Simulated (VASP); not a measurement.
# Ge (Fd-3m) in VASP: a series of runs

Ge is run at these levels: PBE; tasks: single point.

Everything below comes from runs of VASP 6.6.1. Logs are shortened: lines on timing, memory, paths and dates and some standing lists are left out, and cuts for length are marked.

### 1 The cell of the first run

It takes space group Fd-3m (No. 227, cubic). Conventional cell: a = 5.761 Å, b = 5.761 Å, c = 5.761 Å, α = 90.00°, β = 90.00°, γ = 90.00°. Ge (site symmetry -43m) has 4 Ge at 2.49 Å within 3.3 Å.

### 2 Single point, PBE

Input file INCAR:

```
PREC     = Accurate       # precision mode
ENCUT    = 520            # plane-wave cutoff, eV
EDIFF    = 1E-7           # SCF threshold, eV
ISMEAR   = -1             # smearing method
SIGMA    = 0.02           # smearing width, eV
LREAL    = False          # projectors in reciprocal space
LASPH    = True           # aspherical terms in the spheres
NELM     = 100            # most SCF steps
ALGO     = Normal         # electronic algorithm
ISIF     = 2              # what is computed and relaxed
LWAVE    = False          # write WAVECAR
LCHARG   = True           # write CHGCAR
GGA      = PE             # functional
LELF     = True           # ELF
LVHAR    = True         
NBANDS   = 21             # bands
```

Input file KPOINTS:

```
Automatic mesh
0
Gamma
  6 6 6
```

Input file POSCAR:

```
Ge
1.0
    0.0000000000      2.8806945961      2.8806945961
    2.8806945961      0.0000000000      2.8806945961
    2.8806945961      2.8806945961      0.0000000000
Ge
2
Direct
    0.0000000000      0.0000000000      0.0000000000
    0.2500000000      0.2500000000      0.2500000000
```

Potentials or basis: VASP PAW PBE potentials, release 64 (Ge_d).

On the command line:

```bash
> cat potpaw_PBE.64/Ge_d/POTCAR > POTCAR
> mpirun -np 1 vasp_std > vasp.out
```

OUTCAR:

```text
PREC = Accurate
   ENCUT = 520
   EDIFF = 1E-7
   ISMEAR = -1
   LREAL = False
   LASPH = True
   NELM = 100
   ISIF = 2
   GGA = PE

 ion  position               nearest neighbor table
   1  0.000  0.000  0.000-   2 2.49   2 2.49   2 2.49   2 2.49
   2  0.250  0.250  0.250-   1 2.49   1 2.49   1 2.49   1 2.49

  LATTYP: Found a face centered cubic cell.
 ALAT       =     5.7613891922

  Lattice vectors:

 A1 = (   0.0000000000,   2.8806945961,   2.8806945961)
 A2 = (   2.8806945961,   0.0000000000,   2.8806945961)
 A3 = (   2.8806945961,   2.8806945961,   0.0000000000)

Analysis of symmetry for initial positions (statically):
=====================================================================
 Subroutine PRICEL returns:
 Original cell was already a primitive cell.

 Routine SETGRP: Setting up the symmetry group for a
 face centered cubic supercell.

 Subroutine GETGRP returns: Found 48 space group operations
 (whereof 24 operations were pure point group operations)
 out of a pool of 48 trial point group operations.

The static configuration has the point symmetry T_d .
 The point group associated with its full space group is O_h .

Analysis of symmetry for dynamics (positions and initial velocities):
=====================================================================
 Subroutine PRICEL returns:
 Original cell was already a primitive cell.

 Routine SETGRP: Setting up the symmetry group for a
 face centered cubic supercell.

 Subroutine GETGRP returns: Found 48 space group operations
 (whereof 24 operations were pure point group operations)
 out of a pool of 48 trial point group operations.

The dynamic configuration has the point symmetry T_d .
 The point group associated with its full space group is O_h .

 Subroutine INISYM returns: Found 48 space group operations
 (whereof 24 operations are pure point group operations),
 and found     1 'primitive' translations

----------------------------------------------------------------------------------------

                                     Primitive cell

  volume of cell :      47.8103

  direct lattice vectors                    reciprocal lattice vectors
     0.000000000  2.880694596  2.880694596    -0.173569250  0.173569250  0.173569250
     2.880694596  0.000000000  2.880694596     0.173569250 -0.173569250  0.173569250
     2.880694596  2.880694596  0.000000000     0.173569250  0.173569250 -0.173569250

  length of vectors
     4.073917367  4.073917367  4.073917367     0.300630759  0.300630759  0.300630759

  position of ions in fractional coordinates (direct lattice)
     0.000000000  0.000000000  0.000000000
     0.250000000  0.250000000  0.250000000

  ion indices of the primitive-cell ions
   primitive index   ion index
                 1           1
                 2           2

----------------------------------------------------------------------------------------

 KPOINTS: Automatic mesh

Automatic generation of k-mesh.
 Grid dimensions read from file:
 generate k-points for:    6    6    6

 Generating k-lattice:

  Cartesian coordinates                     Fractional coordinates (reciprocal lattice)
    -0.028928208  0.028928208  0.028928208     0.166666667  0.000000000  0.000000000
     0.028928208 -0.028928208  0.028928208     0.000000000  0.166666667  0.000000000
     0.028928208  0.028928208 -0.028928208     0.000000000  0.000000000  0.166666667

  Length of vectors
     0.050105127  0.050105127  0.050105127

  Shift w.r.t. Gamma in fractional coordinates (k-lattice)
     0.000000000  0.000000000  0.000000000

 Subroutine IBZKPT returns following result:
 ===========================================

 Found     16 irreducible k-points:

 Following reciprocal coordinates:
            Coordinates               Weight
  0.000000  0.000000  0.000000      1.000000
  0.166667  0.000000  0.000000      8.000000
  0.333333  0.000000  0.000000      8.000000
  0.500000  0.000000  0.000000      4.000000
  0.166667  0.166667  0.000000      6.000000
  0.333333  0.166667  0.000000     24.000000
[... 8 lines left out ...]
 -0.333333  0.333333  0.166667     24.000000
 -0.333333  0.500000  0.166667     12.000000
   k-points           NKPTS =     16   k-points in BZ     NKDIM =     16   number of bands    NBANDS=     21
   number of dos      NEDOS =    301   number of ions     NIONS =      2
   total plane-waves  NPLWV =  27000
   dimension x,y,z NGX =    30 NGY =   30 NGZ =   30
   dimension x,y,z NGXF=    60 NGYF=   60 NGZF=   60
   ions per type =               2
   NGX,Y,Z   is equivalent  to a cutoff of  12.24, 12.24, 12.24 a.u.
   NGXF,Y,Z  is equivalent  to a cutoff of  24.48, 24.48, 24.48 a.u.
 SYSTEM =  unknown system
   PREC   = accura    normal or accurate (medium, high low for compatibility)
   ISTART =      0    job   : 0-new  1-cont  2-samecut
   ICHARG =      2    charge: 1-file 2-atom 10-const
   ISPIN  =      1    spin polarized calculation?
   LNONCOLLINEAR =      F non collinear calculations
   LSORBIT =      F    spin-orbit coupling
   LASPH  =      T    aspherical Exc in radial PAW
   ENCUT  =  520.0 eV  38.22 Ry    6.18 a.u.   7.57  7.57  7.57*2*pi/ulx,y,z
   NELM   =    100;   NELMIN=  2; NELMDL= -5     # of ELM steps
   EDIFF  = 0.1E-06   stopping-criterion for ELM
   LREAL  =      F    real-space projection
   EDIFFG = 0.1E-05   stopping-criterion for IOM
   NSW    =      0    number of steps for IOM
   IBRION =     -1    ionic relax: 0-MD 1-quasi-New 2-CG
   NFREE  =      0    steps in history (QN), initial steepest desc. (CG)
   ISIF   =      2    stress and relaxation
   ISYM   =      2    0-nonsym 1-usesym 2-fastsym
   POTIM  = 0.5000    time-step for ionic-motion
   TEBEG  =    0.0;   TEEND  =   0.0 temperature during run
   PSTRESS=    0.0 pullay stress
   NELECT =      28.0000    total number of electrons
   NUPDOWN=      -1.0000    fix difference up-down
   EMIN   =  10.00;   EMAX   =-10.00  energy-range for DOS
   EFERMI =   0.00;   METHOD = LEGACY
   ISMEAR =    -1;   SIGMA  =   0.02  broadening in eV -4-tet -1-fermi 0-gaus
   EFERMI_NEDOS =   21; number of points for ismear=-14 and -15
   IALGO  =     38    algorithm
   IMIX   =      4    mixing-type and parameters
     AMIX     =   0.40;   BMIX     =  1.00
     AMIX_MAG =   1.60;   BMIX_MAG =  1.00
  volume/ion in A,a.u.               =      23.91       161.32
  Fermi-wavevector in a.u.,A,eV,Ry     =   1.369684  2.588327 25.524985  1.876033
  Thomas-Fermi vector in A             =   2.495537
   LORBIT       =      0    0 simple, 1 ext, 2 COOP (PROOUT), +10 PAW based schemes
   GGA     = PE    functional components
   LHFCALC =     F    Hartree Fock is set to
   AEXX    =    0.0000 exact exchange contribution
   IVDW    =     0    specifies the selected vdW correction
   LEPSILON=     F    determine dielectric tensor
   LRPA    =     F    only Hartree local field effects (RPA)
 non-spin polarized calculation
  energy-cutoff  :      520.00
  volume of cell :       47.81
 maximum number of plane-waves:      1308
   NGX = 15   NGY = 15   NGZ = 15

 number of electron      27.9999979 magnetization

 Free energy of the ion-electron system (eV)
  ---------------------------------------------------
  ext. energy  EPLUGINS =         0.00000000
  ---------------------------------------------------
  free energy    TOTEN  =        -8.99348182 eV

  energy without entropy =       -8.99275057  energy(sigma->0) =       -8.99311620

 E-fermi :   4.4795     XC(G=0):  -9.6621

 val. band max:        4.0337813681   @ k =   0.0000   0.0000   0.0000
 cond. band min:       4.4857301953   @ k =   0.0000   0.0000   0.0000
 fundamental gap:      0.4519488272
 Fermi energy:         4.4794695481

 k-point     1 :       0.0000    0.0000    0.0000
  band No.  band energies     occupation
      1     -20.2557      2.00000
      2     -20.2557      2.00000
      3     -20.2557      2.00000
      4     -20.2237      2.00000
      5     -20.2237      2.00000
      6     -20.0407      2.00000
[... 13 lines left out ...]
     20      13.8190      0.00000
     21      13.8190      0.00000

 k-point     2 :       0.1667    0.0000    0.0000
  band No.  band energies     occupation
      1     -20.2659      2.00000
      2     -20.2659      2.00000
      3     -20.2519      2.00000
      4     -20.2089      2.00000
      5     -20.2089      2.00000
      6     -20.0566      2.00000
[... 13 lines left out ...]
     20      12.7589      0.00000
     21      12.7589      0.00000

 k-point     3 :       0.3333    0.0000    0.0000
  band No.  band energies     occupation
      1     -20.2749      2.00000
      2     -20.2749      2.00000
      3     -20.2441      2.00000
      4     -20.1923      2.00000
      5     -20.1923      2.00000
      6     -20.0695      2.00000
[... 13 lines left out ...]
     20      13.3227      0.00000
     21      13.3227      0.00000

 k-point     4 :       0.5000    0.0000    0.0000
  band No.  band energies     occupation
      1     -20.2771      2.00000
      2     -20.2771      2.00000
      3     -20.2400      2.00000
      4     -20.1874      2.00000
      5     -20.1874      2.00000
      6     -20.0727      2.00000
[... 13 lines left out ...]
     20      14.9316      0.00000
     21      15.4229      0.00000

 k-point     5 :       0.1667    0.1667    0.0000
  band No.  band energies     occupation
      1     -20.2641      2.00000
      2     -20.2641      2.00000
      3     -20.2629      2.00000
      4     -20.2103      2.00000
      5     -20.1917      2.00000
      6     -20.0852      2.00000
[... 13 lines left out ...]
     20      12.6811      0.00000
     21      14.2773      0.00000

 k-point     6 :       0.3333    0.1667    0.0000
  band No.  band energies     occupation
      1     -20.2815      2.00000
      2     -20.2732      2.00000
      3     -20.2460      2.00000
      4     -20.1926      2.00000
      5     -20.1698      2.00000
      6     -20.1071      2.00000
[... 13 lines left out ...]
     20      14.0107      0.00000
     21      14.5869      0.00000

 k-point     7 :       0.5000    0.1667    0.0000
  band No.  band energies     occupation
      1     -20.2913      2.00000
      2     -20.2802      2.00000
      3     -20.2254      2.00000
      4     -20.1761      2.00000
      5     -20.1689      2.00000
      6     -20.1031      2.00000
[... 13 lines left out ...]
     20      15.1424      0.00000
     21      15.4521      0.00000
[... 99 lines left out ...]
      1     -20.3007      2.00000
      2     -20.2864      2.00000
      3     -20.2077      2.00000
      4     -20.1477      2.00000
      5     -20.1429      2.00000
      6     -20.1303      2.00000
[... 13 lines left out ...]
     20      13.2988      0.00000
     21      17.5776      0.00000

 k-point    13 :       0.5000    0.5000    0.0000
  band No.  band energies     occupation
      1     -20.2856      2.00000
      2     -20.2856      2.00000
      3     -20.2094      2.00000
      4     -20.2094      2.00000
      5     -20.1255      2.00000
      6     -20.1255      2.00000
[... 13 lines left out ...]
     20      15.5634      0.00000
     21      17.0273      0.00000

 k-point    14 :       0.5000    0.3333    0.1667
  band No.  band energies     occupation
      1     -20.2900      2.00000
      2     -20.2871      2.00000
      3     -20.2212      2.00000
      4     -20.1748      2.00000
      5     -20.1455      2.00000
      6     -20.1306      2.00000
[... 13 lines left out ...]
     20      14.1431      0.00000
     21      16.4894      0.00000

 k-point    15 :      -0.3333    0.3333    0.1667
  band No.  band energies     occupation
      1     -20.2986      2.00000
      2     -20.2897      2.00000
      3     -20.2020      2.00000
      4     -20.1591      2.00000
      5     -20.1400      2.00000
      6     -20.1324      2.00000
[... 13 lines left out ...]
     20      15.9424      0.00000
     21      15.9793      0.00000

 k-point    16 :      -0.3333    0.5000    0.1667
  band No.  band energies     occupation
      1     -20.2947      2.00000
      2     -20.2947      2.00000
      3     -20.1842      2.00000
      4     -20.1842      2.00000
      5     -20.1284      2.00000
      6     -20.1284      2.00000
[... 13 lines left out ...]
     20      15.1077      0.00000
     21      17.0553      0.00000

------------------------ aborting loop because EDIFF is reached ----------------------------------------

  FORCE on cell =-STRESS in cart. coord.  units (eV):
  Direction    XX          YY          ZZ          XY          YZ          ZX
  --------------------------------------------------------------------------------------
  -------------------------------------------------------------------------------------
  Total        0.0036488      0.0036488      0.0036488      0.0000000      0.0000000     -0.0000000
  in kB        0.1222762      0.1222762      0.1222762      0.0000000      0.0000000     -0.0000000
  external PRESSURE =       0.1222762 kB  Pullay stress =       0.0000000 kB

 VOLUME and BASIS-vectors are now :
 -----------------------------------------------------------------------------
  energy-cutoff  :      520.00
  volume of cell :       47.81
      direct lattice vectors                 reciprocal lattice vectors
     0.000000000  2.880694596  2.880694596    -0.173569250  0.173569250  0.173569250
     2.880694596  0.000000000  2.880694596     0.173569250 -0.173569250  0.173569250
     2.880694596  2.880694596  0.000000000     0.173569250  0.173569250 -0.173569250

 POSITION                                       TOTAL-FORCE (eV/Angst)
 -----------------------------------------------------------------------------------
      0.00000      0.00000      0.00000         0.000000      0.000000      0.000000
      1.44035      1.44035      1.44035        -0.000000     -0.000000     -0.000000
 -----------------------------------------------------------------------------------
    total drift:                                0.000000      0.000000      0.000000

  FREE ENERGIE OF THE ION-ELECTRON SYSTEM (eV)
  ---------------------------------------------------
  free  energy   TOTEN  =        -8.9934818198 eV

  energy  without entropy=       -8.9927505734  energy(sigma->0) =       -8.99311620
```

Run time: 26 s. Hardware: 1 thread of AMD EPYC 7R13, shared host; peak memory 0.13 GiB.

Results:

```yaml
Free_energy: -8.9935 eV
Pressure: 0.0 GPa
Band_gap_on_the_k_mesh: zero (filled and empty bands touch)
```

(Continued in part 2 of 2.)
